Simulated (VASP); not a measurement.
A run of VASP 6.6.1:

INCAR

```
PREC = Accurate ; ENCUT = 520
EDIFF = 1E-6 ; ISMEAR = -1
SIGMA = 0.05 ; LREAL = False
LASPH = True ; NELM = 100
ALGO = Normal ; ISIF = 2
LWAVE = False ; LCHARG = False
GGA = PE ; NBANDS = 13
```

The input KPOINTS:

```
regular mesh
0
Gamma
  16 16 16
```

Contents of POSCAR:

```
Ru
1.0
    0.0000000000      1.9054056433      1.9054056433
    1.9054056433      0.0000000000      1.9054056433
    1.9054056433      1.9054056433      0.0000000000
Ru
1
Direct
    0.0000000000      0.0000000000      0.0000000000
```

Potentials or basis: VASP PAW PBE potentials, release 64 (Ru_pv).

Launch:

```console
$ cat potpaw_PBE.64/Ru_pv/POTCAR > POTCAR
$ mpirun -np 1 vasp_std > vasp.out
```

Hardware: 1 thread of Intel(R) Xeon(R) Platinum 8488C (Sapphire Rapids), with other jobs on the host.

Task: How long does it take, and how much memory?

Result: Run time: 17 s on 1 thread of Intel(R) Xeon(R) Platinum 8488C (Sapphire Rapids) (shared host), peak memory 0.14 GiB. Counts: scf iterations 11, k points 145.
